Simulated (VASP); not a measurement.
# YAl3N4 (P-43m) in VASP: a series of runs, part 2 of 2

VASP 6.6.1. Earlier steps stand in the parts before.

## (5) Relaxation of cell and atoms, PBE

This run uses another cell than the first one, of 13.97 Å³/atom.

INCAR

```
SYSTEM = YAl3N4
PREC     = Accurate       ! precision mode
ENCUT    = 600            ! plane-wave cutoff, eV
EDIFF    = 1E-7           ! SCF threshold, eV
ISMEAR   = 0              ! smearing method
SIGMA    = 0.1            ! smearing width, eV
LREAL    = .False.        ! projectors in reciprocal space
LASPH    = .True.         ! aspherical terms in the spheres
NELM     = 100            ! most SCF steps
ALGO     = Normal         ! electronic algorithm
ISIF     = 3              ! what is computed and relaxed
LWAVE    = .False.        ! write WAVECAR
LCHARG   = .False.        ! write CHGCAR
GGA      = PE             ! functional
IBRION   = 2              ! ionic algorithm
NSW      = 90             ! ionic steps
EDIFFG   = -0.04          ! ionic threshold
```

KPOINTS

```
Automatic mesh
0
Gamma
  4 4 4
  0 0 0
```

POSCAR

```
YAl3N4
1.0
    4.8166802000      0.0000000000      0.0000000000
    0.0000000000      4.8166802000      0.0000000000
    0.0000000000      0.0000000000      4.8166802000
Y Al N
1 3 4
Direct
    0.0000000000      0.0000000000      0.0000000000
    0.0000000000      0.5000000000      0.5000000000
    0.5000000000      0.0000000000      0.5000000000
    0.5000000000      0.5000000000      0.0000000000
    0.2500000000      0.2500000000      0.7500000000
    0.2500000000      0.7500000000      0.2500000000
    0.7500000000      0.2500000000      0.2500000000
    0.7500000000      0.7500000000      0.7500000000
```

Run with:

```sh
> cat potpaw_PBE.64/Y_sv/POTCAR potpaw_PBE.64/Al/POTCAR potpaw_PBE.64/N/POTCAR > POTCAR
> mpirun -np 1 vasp_std > vasp.out
```

Wall time 3.7 min (1 thread of Intel Xeon 8259CL, shared host); peak memory 0.27 GiB.

Results (log left out):

| Item | Value |
| --- | --- |
| Free energy | -60.7418 eV |
| Relaxed volume | 12.36 Å³/atom |
| Relaxed cell | a = 4.624 Å, b = 4.624 Å, c = 4.624 Å, α = 90.00°, β = 90.00°, γ = 90.00° |
| Space group after relaxing (to 0.1 Å) | P-43m (No. 215) |
| Energy gained by relaxing | 241.1 meV/atom |
| Ionic steps | 4 |
| Pressure after relaxing | 0.5 GPa |
| Band gap on the k mesh | 2.35 eV (least direct gap 3.08 eV) |

The path:
| step | energy change (eV) | largest force (eV/Å) | pressure (GPa) | volume (Å³) |
| --- | --- | --- | --- | --- |
| 1 | 0.0000 | 4.0119 | -9.38 | 111.75 |
| 2 | -1.9263 | 0.1974 | 0.00 | 99.03 |
| 3 | -1.9288 | 0.0438 | -0.57 | 99.46 |
| 4 | -1.9290 | 0.0347 | 0.50 | 98.84 |

Final structure:
```yaml
crystal:
  lattice:
    - [4.62364, 0.00000, 0.00000]
    - [0.00000, 4.62364, 0.00000]
    - [0.00000, 0.00000, 4.62364]
  atoms:
    - { symbol: Y, position: [0.00000, 0.00000, 0.00000] }
    - { symbol: Al, position: [0.00000, 0.50000, 0.50000] }
    - { symbol: Al, position: [0.50000, 0.00000, 0.50000] }
    - { symbol: Al, position: [0.50000, 0.50000, 0.00000] }
    - { symbol: N, position: [0.27206, 0.27206, 0.72794] }
    - { symbol: N, position: [0.27206, 0.72794, 0.27206] }
    - { symbol: N, position: [0.72794, 0.27206, 0.27206] }
    - { symbol: N, position: [0.72794, 0.72794, 0.72794] }
```

Levels at points of the mesh, in eV from the valence-band top:
| k point | band 16 | band 17 | band 18 | band 19 | band 20 | band 21 | band 22 | band 23 | band 24 | band 25 |
| --- | --- | --- | --- | --- | --- | --- | --- | --- | --- | --- |
| (0.00, 0.00, 0.00) | -1.56 | -1.56 | -0.72 | -0.72 | -0.72 | 2.35 | 2.98 | 2.98 | 2.98 | 4.66 |
| (0.50, 0.00, 0.00) | -1.94 | -1.94 | -1.05 | 0.00 | 0.00 | 4.29 | 4.29 | 4.30 | 4.43 | 5.70 |
| (0.50, 0.50, 0.00) | -1.50 | -1.30 | -0.77 | -0.24 | -0.24 | 4.85 | 5.18 | 5.83 | 5.83 | 6.22 |
| (0.50, 0.50, 0.50) | -1.19 | -1.19 | -0.45 | -0.45 | -0.45 | 5.08 | 5.08 | 5.08 | 5.57 | 5.57 |

## (6) Relaxation of cell and atoms, PBE

INCAR

```
SYSTEM = YAl3N4
ALGO = Normal
EDIFF = 1E-6
EDIFFG = -0.01
ENCUT = 600
GGA = PE
IBRION = 2
ISIF = 3
ISMEAR = 0
LASPH = .True.
LCHARG = .False.
LREAL = .False.
LWAVE = .False.
NELM = 100
NSW = 100
PREC = Accurate
SIGMA = 0.02
```

KPOINTS

```
k-points
0
Gamma
  6 6 6
  0 0 0
```

POSCAR

```
YAl3N4
1.0
    4.6350755985      0.0000000000      0.0000000000
    0.0000000000      4.6350755985      0.0000000000
    0.0000000000      0.0000000000      4.6350755985
Y Al N
1 3 4
Direct
    0.0000000000      0.0000000000      0.0000000000
    0.0000000000      0.5000000000      0.5000000000
    0.5000000000      0.0000000000      0.5000000000
    0.5000000000      0.5000000000      0.0000000000
    0.2722684868      0.2722684868      0.7277315132
    0.2722684868      0.7277315132      0.2722684868
    0.7277315132      0.2722684868      0.2722684868
    0.7277315132      0.7277315132      0.7277315132
```

Potentials or basis: VASP PAW PBE potentials, release 64 (Y_sv, Al, N).

Run with:

```sh
> cat potpaw_PBE.64/Y_sv/POTCAR potpaw_PBE.64/Al/POTCAR potpaw_PBE.64/N/POTCAR > POTCAR
> mpirun -np 1 vasp_std > vasp.out
```

Wall time 4.2 min (1 thread of Intel Xeon 8259CL, shared host); peak memory 0.29 GiB.

Results (log left out):

```
Free energy                           : -60.7281 eV
Relaxed volume                        : 12.39 Å³/atom
Relaxed cell                          : a = 4.628 Å, b = 4.628 Å, c = 4.628 Å, α = 90.00°, β = 90.00°, γ = 90.00°
Space group after relaxing (to 0.1 Å) : P-43m (No. 215)
Energy gained by relaxing             : 0.1 meV/atom
Ionic steps                           : 3
Pressure after relaxing               : 0.0 GPa
Band gap on the k mesh                : 2.34 eV (least direct gap 3.05 eV)
```

Forces in eV/Å, atoms in the order of the input:
```
Y    0.000  0.000  0.000
Al   0.000  0.000  0.000
Al   0.000  0.000  0.000
Al   0.000  0.000  0.000
N    0.002  0.002 -0.002
N    0.002 -0.002  0.002
N   -0.002  0.002  0.002
N   -0.002 -0.002 -0.002
```

Step by step:
```
step  energy change (eV)  largest force (eV/Å)  pressure (GPa)  volume (Å³)
   1              0.0000                0.0300           -0.72        99.58
   2             -0.0002                0.0317            0.64        98.77
   3             -0.0010                0.0029           -0.01        99.15
```

Final structure:
```yaml
crystal:
  lattice:
    - [4.62841, 0.00000, 0.00000]
    - [0.00000, 4.62841, 0.00000]
    - [0.00000, 0.00000, 4.62841]
  atoms:
    - { symbol: Y, position: [0.00000, 0.00000, 0.00000] }
    - { symbol: Al, position: [0.00000, 0.50000, 0.50000] }
    - { symbol: Al, position: [0.50000, 0.00000, 0.50000] }
    - { symbol: Al, position: [0.50000, 0.50000, 0.00000] }
    - { symbol: N, position: [0.27217, 0.27217, 0.72783] }
    - { symbol: N, position: [0.27217, 0.72783, 0.27217] }
    - { symbol: N, position: [0.72783, 0.27217, 0.27217] }
    - { symbol: N, position: [0.72783, 0.72783, 0.72783] }
```

Levels at points of the mesh, in eV from the valence-band top:
| k point | band 18 | band 19 | band 20 | band 21 | band 22 | band 23 |
| --- | --- | --- | --- | --- | --- | --- |
| (0.00, 0.00, 0.00) | -0.72 | -0.72 | -0.72 | 2.34 | 2.97 | 2.97 |
| (0.50, 0.00, 0.00) | -1.05 | 0.00 | 0.00 | 4.29 | 4.29 | 4.29 |
| (0.50, 0.50, 0.00) | -0.77 | -0.23 | -0.23 | 4.84 | 5.17 | 5.82 |
| (0.50, 0.50, 0.50) | -0.45 | -0.45 | -0.45 | 5.06 | 5.06 | 5.06 |

## (7) Overview

```csv
task,cell,k mesh,cutoff (eV),smearing,gap on the mesh (eV),pressure (GPa),relaxed volume (Å³/atom)
single point,"a = 4.635 Å, 8 atoms, atomic positions A",4 × 4 × 4,520,gaussian 0.1 eV,2.31,-0.6,-
single point,"a = 4.817 Å, 8 atoms, atomic positions B",4 × 4 × 4,520,gaussian 0.1 eV,1.97,-9.3,-
single point,"a = 4.632 Å, 8 atoms, atomic positions C",6 × 6 × 6,520,gaussian 0.02 eV,2.32,-0.3,-
relaxation of cell and atoms,"relaxed from a = 4.817 Å, 8 atoms, atomic positions B",4 × 4 × 4,600,gaussian 0.1 eV,2.35,0.5,12.36
relaxation of cell and atoms,"relaxed from a = 4.635 Å, 8 atoms, atomic positions A",6 × 6 × 6,600,gaussian 0.02 eV,2.34,0.0,12.39
```

Alike in all rows: level PBE; potentials or basis VASP PAW PBE potentials, release 64 (Y_sv, Al, N); no spin polarisation.

Caveats: the cell stands under tension (at least some runs).

Total energies depend on the potentials used, so only differences within one code and one set of settings carry meaning.
